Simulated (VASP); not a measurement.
# Ti2Co (Fd-3m) in VASP: a series of runs

Ti2Co is run at these levels: PBEsol; tasks: single point.

All numbers are computed with VASP 6.6.1; they aren't measurements. Logs are shortened: lines on timing, memory, paths and dates and some standing lists are left out, and cuts for length are marked.

**1. The cell of the first run**

The structure is cubic, space group Fd-3m (No. 227). Conventional cell: a = 6.730 Å, b = 6.730 Å, c = 6.730 Å, α = 90.00°, β = 90.00°, γ = 90.00°. Ti (site symmetry -3m) has 6 Ti at 2.38 Å and 6 Co at 2.79 Å within 3.1 Å. Co (site symmetry -43m) has 12 Ti at 2.79 Å and 4 Co at 2.91 Å within 3.7 Å.

**2. Single point, PBEsol, collinear spin, ferromagnetic start**

Input file INCAR:

```
PREC = Accurate
ENCUT = 520
EDIFF = 1E-6
ISMEAR = 1
SIGMA = 0.1
LREAL = False
LASPH = True
NELM = 150
ALGO = Fast
ISIF = 2
LWAVE = False
LCHARG = True
ISPIN = 2
MAGMOM = 0 0 0 0 0.59 0.59
LORBIT = 11
LMAXMIX = 4
GGA = PS
LELF = True
LVHAR = True
NBANDS = 46
```

Input file KPOINTS:

```
Automatic mesh
0
Gamma
  10 10 10
```

Input file POSCAR:

```
Ti2Co
1.0
    0.0000000000      3.3650000000      3.3650000000
    3.3650000000      0.0000000000      3.3650000000
    3.3650000000      3.3650000000      0.0000000000
Ti Co
4 2
Direct
    0.1250000000      0.1250000000      0.1250000000
    0.6250000000      0.1250000000      0.1250000000
    0.1250000000      0.1250000000      0.6250000000
    0.1250000000      0.6250000000      0.1250000000
    0.5000000000      0.5000000000      0.5000000000
    0.7500000000      0.7500000000      0.7500000000
```

Potentials or basis: VASP PAW PBE potentials, release 64 (Ti_sv, Co).

On the command line:

```sh
cat potpaw_PBE.64/Ti_sv/POTCAR potpaw_PBE.64/Co/POTCAR > POTCAR
mpirun -np 1 vasp_std > vasp.out
```

OUTCAR:

```text
PREC = Accurate
   ENCUT = 520
   EDIFF = 1E-6
   ISMEAR = 1
   LREAL = False
   LASPH = True
   NELM = 150
   ISIF = 2
   ISPIN = 2
   LORBIT = 11
   GGA = PS

 ion  position               nearest neighbor table
   1  0.125  0.125  0.125-   2 2.38   3 2.38   4 2.38   3 2.38   4 2.38   2 2.38   6 2.79   5 2.79
                             6 2.79   5 2.79   6 2.79   5 2.79
   2  0.625  0.125  0.125-   1 2.38   3 2.38   4 2.38   1 2.38   3 2.38   4 2.38   6 2.79   5 2.79
                             5 2.79   6 2.79   5 2.79   6 2.79
   3  0.125  0.125  0.625-   1 2.38   1 2.38   2 2.38   4 2.38   4 2.38   2 2.38   6 2.79   5 2.79
                             6 2.79   5 2.79   6 2.79   5 2.79
   4  0.125  0.625  0.125-   1 2.38   3 2.38   1 2.38   2 2.38   3 2.38   2 2.38   6 2.79   5 2.79
                             6 2.79   5 2.79   6 2.79   5 2.79
   5  0.500  0.500  0.500-   1 2.79   1 2.79   1 2.79   2 2.79   3 2.79   4 2.79   4 2.79   2 2.79
                             4 2.79   3 2.79   2 2.79   3 2.79   6 2.91   6 2.91   6 2.91   6 2.91
   6  0.750  0.750  0.750-   2 2.79   3 2.79   4 2.79   1 2.79   1 2.79   1 2.79   2 2.79   2 2.79
                             3 2.79   4 2.79   3 2.79   4 2.79   5 2.91   5 2.91   5 2.91   5 2.91

  LATTYP: Found a face centered cubic cell.
 ALAT       =     6.7300000000

  Lattice vectors:

 A1 = (   0.0000000000,   3.3650000000,   3.3650000000)
 A2 = (   3.3650000000,   0.0000000000,   3.3650000000)
 A3 = (   3.3650000000,   3.3650000000,   0.0000000000)

Analysis of symmetry for initial positions (statically):
=====================================================================
 Subroutine PRICEL returns:
 Original cell was already a primitive cell.

 Routine SETGRP: Setting up the symmetry group for a
 face centered cubic supercell.

 Subroutine GETGRP returns: Found 48 space group operations
 (whereof 24 operations were pure point group operations)
 out of a pool of 48 trial point group operations.

The static configuration has the point symmetry T_d .
 The point group associated with its full space group is O_h .

Analysis of symmetry for dynamics (positions and initial velocities):
=====================================================================
 Subroutine PRICEL returns:
 Original cell was already a primitive cell.

 Routine SETGRP: Setting up the symmetry group for a
 face centered cubic supercell.

 Subroutine GETGRP returns: Found 48 space group operations
 (whereof 24 operations were pure point group operations)
 out of a pool of 48 trial point group operations.

The dynamic configuration has the point symmetry T_d .
 The point group associated with its full space group is O_h .

Analysis of structural, dynamic, and magnetic symmetry:
=====================================================================
 Subroutine PRICEL returns:
 Original cell was already a primitive cell.
[... 161 lines left out ...]
  ---------------------------------------------------
  free energy    TOTEN  =       -45.83139610 eV

  energy without entropy =      -45.83386753  energy(sigma->0) =      -45.83221991

 E-fermi :  10.0080     XC(G=0): -13.0095

 val. band max:       10.0065113137   @ k =   0.3000   0.1000   0.0000
 cond. band min:      10.0086485664   @ k =  -0.1000   0.1000   0.0000
 fundamental gap:      0.0021372527
 Fermi energy:        10.0079835466

 spin component 1

 k-point     1 :       0.0000    0.0000    0.0000
  band No.  band energies     occupation
      1     -46.0713      1.00000
      2     -45.3525      1.00000
      3     -45.3525      1.00000
      4     -45.3525      1.00000
      5     -24.2494      1.00000
      6     -22.7876      1.00000
[... 1141 lines left out ...]
     44      13.5032      0.00000
     45      14.1938      0.00000

 [... further k-points ...]

 spin component 2

 k-point     1 :       0.0000    0.0000    0.0000
  band No.  band energies     occupation
      1     -46.0298      1.00000
      2     -45.3128      1.00000
      3     -45.3128      1.00000
      4     -45.3128      1.00000
      5     -24.1832      1.00000
      6     -22.7480      1.00000
[... 1141 lines left out ...]
     44      13.6037      0.00000
     45      14.2203      0.00000

 [... further k-points ...]

 [bands above 45 left out]

------------------------ aborting loop because EDIFF is reached ----------------------------------------

  FORCE on cell =-STRESS in cart. coord.  units (eV):
  Direction    XX          YY          ZZ          XY          YZ          ZX
  --------------------------------------------------------------------------------------
  -------------------------------------------------------------------------------------
  Total        7.5502453      7.5502453      7.5502453     -0.0000000     -0.0000000      0.0000000
  in kB      158.7400254    158.7400254    158.7400254     -0.0000000     -0.0000000      0.0000000
  external PRESSURE =     158.7400254 kB  Pullay stress =       0.0000000 kB

 VOLUME and BASIS-vectors are now :
 -----------------------------------------------------------------------------
  energy-cutoff  :      520.00
  volume of cell :       76.21
      direct lattice vectors                 reciprocal lattice vectors
     0.000000000  3.365000000  3.365000000    -0.148588410  0.148588410  0.148588410
     3.365000000  0.000000000  3.365000000     0.148588410 -0.148588410  0.148588410
     3.365000000  3.365000000  0.000000000     0.148588410  0.148588410 -0.148588410

 POSITION                                       TOTAL-FORCE (eV/Angst)
 -----------------------------------------------------------------------------------
      0.84125      0.84125      0.84125         0.000000      0.000000      0.000000
      0.84125      2.52375      2.52375         0.000000      0.000000      0.000000
      2.52375      2.52375      0.84125         0.000000      0.000000      0.000000
      2.52375      0.84125      2.52375         0.000000      0.000000      0.000000
      3.36500      3.36500      3.36500        -0.000000     -0.000000     -0.000000
      5.04750      5.04750      5.04750         0.000000      0.000000      0.000000
 -----------------------------------------------------------------------------------
    total drift:                                0.000000      0.000000     -0.000000

  FREE ENERGIE OF THE ION-ELECTRON SYSTEM (eV)
  ---------------------------------------------------
  free  energy   TOTEN  =       -45.8313961042 eV

  energy  without entropy=      -45.8338675252  energy(sigma->0) =      -45.83221991

 total charge

# of ion       s       p       d       tot
------------------------------------------
    1        2.306   6.154   2.330  10.790
    2        2.306   6.154   2.330  10.790
    3        2.306   6.154   2.330  10.790
    4        2.306   6.154   2.330  10.790
    5        0.454   0.461   7.206   8.121
    6        0.454   0.461   7.206   8.121
--------------------------------------------------
tot         10.133  25.537  23.731  59.401

 magnetization (x)

# of ion       s       p       d       tot
------------------------------------------
    1       -0.000  -0.005   0.049   0.044
    2       -0.000  -0.005   0.049   0.044
    3       -0.000  -0.005   0.049   0.044
    4       -0.000  -0.005   0.049   0.044
    5        0.003  -0.005   0.533   0.531
    6        0.003  -0.005   0.533   0.531
--------------------------------------------------
tot          0.007  -0.030   1.263   1.239
```

stdout:

```text
POSCAR found type information on POSCAR TiCo
 POSCAR found :  2 types and       6 ions
 scaLAPACK will be used
 -----------------------------------------------------------------------------
|                                                                             |
|                                                                             |
[... 25 lines left out ...]
WARNING in EDDRMM: call to ZHEGV failed, returncode =   6  3     41
WARNING in EDDRMM: call to ZHEGV failed, returncode =   8  4     43
WARNING in EDDRMM: call to ZHEGV failed, returncode =   6  3     20
WARNING in EDDRMM: call to ZHEGV failed, returncode =   6  3     44
WARNING in EDDRMM: call to ZHEGV failed, returncode =   8  4     38
WARNING in EDDRMM: call to ZHEGV failed, returncode =   6  3     40
WARNING in EDDRMM: call to ZHEGV failed, returncode =   6  3     45
WARNING in EDDRMM: call to ZHEGV failed, returncode =   6  3     31
```

It took 10 min on 1 thread of Intel Xeon 6975P-C (Granite Rapids), shared host; peak memory 0.4 GiB.

Results:

* Free energy: -45.8314 eV
* Pressure: 15.9 GPa
* Net moment: 1.17 μB per cell
* Site moments: Ti +0.04; Co +0.53 μB
* Valence electrons inside the program's atomic spheres: Ti 10.79; Co 8.12

Levels at points of the mesh, in eV from the Fermi level:
Spin up:
| k point | band 30 | band 31 | band 32 | band 33 | band 34 | band 35 | band 36 | band 37 | band 38 | band 39 |
| --- | --- | --- | --- | --- | --- | --- | --- | --- | --- | --- |
| (0.00, 0.00, 0.00) | -1.18 | -1.18 | -0.10 | -0.10 | -0.10 | -0.07 | -0.07 | 4.02 | 4.02 | 4.02 |
| (0.50, 0.00, 0.00) | -0.66 | -0.57 | -0.57 | -0.11 | -0.11 | 0.97 | 0.97 | 1.14 | 1.64 | 1.74 |
| (0.50, 0.50, 0.00) | -0.58 | -0.56 | -0.56 | 0.33 | 0.33 | 0.56 | 0.56 | 1.58 | 1.58 | 1.78 |
Spin down:
| k point | band 29 | band 30 | band 31 | band 32 | band 33 | band 34 | band 35 | band 36 |
| --- | --- | --- | --- | --- | --- | --- | --- | --- |
| (0.00, 0.00, 0.00) | -0.80 | -0.80 | -0.80 | 0.21 | 0.21 | 0.24 | 0.24 | 0.24 |
| (0.50, 0.00, 0.00) | -0.42 | -0.40 | -0.40 | -0.12 | -0.09 | -0.09 | 1.19 | 1.26 |
| (0.50, 0.50, 0.00) | -0.56 | -0.56 | -0.12 | -0.12 | 0.46 | 0.46 | 0.90 | 0.90 |

Caveat: the cell stands under pressure; the PAW data sets were made with another functional, which shifts forces and pressure a little.

**3. Single point, PBEsol, collinear spin, ferromagnetic start**

Input file INCAR:

```
PREC = Accurate
ENCUT = 520
EDIFF = 1E-6
ISMEAR = 0
SIGMA = 0.1
LREAL = F
LASPH = T
NELM = 150
ALGO = Fast
ISIF = 2
LWAVE = F
LCHARG = F
ISPIN = 2
MAGMOM = 0 0 0 0 0.59 0.59
LORBIT = 11
LMAXMIX = 4
GGA = PS
NBANDS = 46
```

KPOINTS is that of step 2.

POSCAR is that of step 2.

Potentials or basis: VASP PAW PBE potentials, release 64 (Ti_sv, Co).

On the command line:

```sh
cat potpaw_PBE.64/Ti_sv/POTCAR potpaw_PBE.64/Co/POTCAR > POTCAR
mpirun -np 1 vasp_std > vasp.out
```

Wall time 21 min (1 thread of Intel Xeon Platinum 8259CL at 2.50GHz (Skylake/Cascade Lake), shared host); peak memory 0.41 GiB.

It converged, with:

```yaml
Free_energy: -45.8546 eV
Pressure: 15.9 GPa
Net_moment: 1.13 μB per cell
Site_moments: Ti +0.04; Co +0.52 μB
Valence_electrons_inside_the_program's_atomic_spheres: Ti 10.79; Co 8.12
```

Levels at points of the mesh, in eV from the Fermi level:
Spin up:
| k point | band 31 | band 32 | band 33 | band 34 | band 35 | band 36 | band 37 | band 38 |
| --- | --- | --- | --- | --- | --- | --- | --- | --- |
| (0.00, 0.00, 0.00) | -1.19 | -0.10 | -0.10 | -0.10 | -0.07 | -0.07 | 4.01 | 4.01 |
| (0.50, 0.00, 0.00) | -0.57 | -0.57 | -0.12 | -0.12 | 0.97 | 0.97 | 1.14 | 1.63 |
| (0.50, 0.50, 0.00) | -0.57 | -0.57 | 0.33 | 0.33 | 0.56 | 0.56 | 1.57 | 1.57 |
Spin down:
```csv
k point,band 28,band 29,band 30,band 31,band 32,band 33,band 34,band 35,band 36,band 37
"(0.00, 0.00, 0.00)",-0.93,-0.82,-0.82,-0.82,0.19,0.19,0.23,0.23,0.23,4.00
"(0.50, 0.00, 0.00)",-0.55,-0.43,-0.41,-0.41,-0.14,-0.10,-0.10,1.19,1.25,1.25
"(0.50, 0.50, 0.00)",-1.13,-0.57,-0.57,-0.13,-0.13,0.45,0.45,0.89,0.89,1.65
```

Caveat: the cell stands under pressure; the PAW data sets were made with another functional, which shifts forces and pressure a little.

**4. Single point, PBEsol, collinear spin, ferromagnetic start**

Input file INCAR:

```
SYSTEM = Ti2Co
  PREC = Accurate
  ENCUT = 520
  EDIFF = 1E-7
  ISMEAR = -1
  SIGMA = 0.5
  LREAL = .FALSE.
  LASPH = .TRUE.
  NELM = 150
  ALGO = Normal
  ISIF = 2
  LWAVE = .FALSE.
  LCHARG = .FALSE.
  ISPIN = 2
  MAGMOM = 0 0 0 0 0.59 0.59
  LORBIT = 11
  LMAXMIX = 4
  GGA = PS
  NBANDS = 46
```

Input file KPOINTS:

```
Automatic mesh
0
G
  10 10 10
  0 0 0
```

POSCAR is that of step 3.

On the command line:

```sh
cat potpaw_PBE.64/Ti_sv/POTCAR potpaw_PBE.64/Co/POTCAR > POTCAR
mpirun -np 1 vasp_std > vasp.out
```

Run time: 7.6 min. Hardware: 1 thread of Intel Xeon Platinum 8259CL at 2.50GHz (Skylake/Cascade Lake), shared host; peak memory 0.39 GiB.

Results (log left out):

| Item | Value |
| --- | --- |
| Free energy | -49.0433 eV |
| Pressure | 22.9 GPa |
| Band gap on the k mesh | zero (filled and empty bands overlap) |
| Net moment | 0.00 μB per cell |
| Valence electrons inside the program's atomic spheres | Ti 10.81; Co 8.12 |

Levels at points of the mesh, in eV from the Fermi level:
Spin up:
```tsv
k point	band 32	band 33	band 34	band 35	band 36	band 37
(0.00, 0.00, 0.00)	-0.18	-0.18	-0.18	-0.16	-0.16	3.86
(0.50, 0.00, 0.00)	-0.67	-0.38	-0.38	0.87	0.87	1.09
(0.50, 0.50, 0.00)	-0.66	0.25	0.25	0.49	0.49	1.44
```
Spin down:
```
           k point  band 32  band 33  band 34  band 35  band 36  band 37
(0.00, 0.00, 0.00)    -0.18    -0.18    -0.18    -0.16    -0.16     3.86
(0.50, 0.00, 0.00)    -0.67    -0.38    -0.38     0.87     0.87     1.09
(0.50, 0.50, 0.00)    -0.66     0.25     0.25     0.49     0.49     1.44
```

Caveat: the cell stands under pressure; so wide a smearing shifts energies and pressures; the PAW data sets were made with another functional, which shifts forces and pressure a little.

**5. Overview**

| smearing | gap on the mesh (eV) | pressure (GPa) | moment (μB) |
| --- | --- | --- | --- |
| methfessel-paxton 0.1 eV | none | 15.9 | 1.17 |
| gaussian 0.1 eV | none | 15.9 | 1.13 |
| fermi-dirac 0.5 eV | none | 22.9 | 0.00 |

Alike in all rows: task single point; level PBEsol; potentials or basis VASP PAW PBE potentials, release 64 (Ti_sv, Co); spin collinear, ferromagnetic start; cell as given; k mesh 10 × 10 × 10; cutoff (eV) 520.

Caveats: the cell stands under pressure; the PAW data sets were made with another functional, which shifts forces and pressure a little; so wide a smearing shifts energies and pressures (at least some runs).

Absolute energies hang on the potentials; compare differences alone.
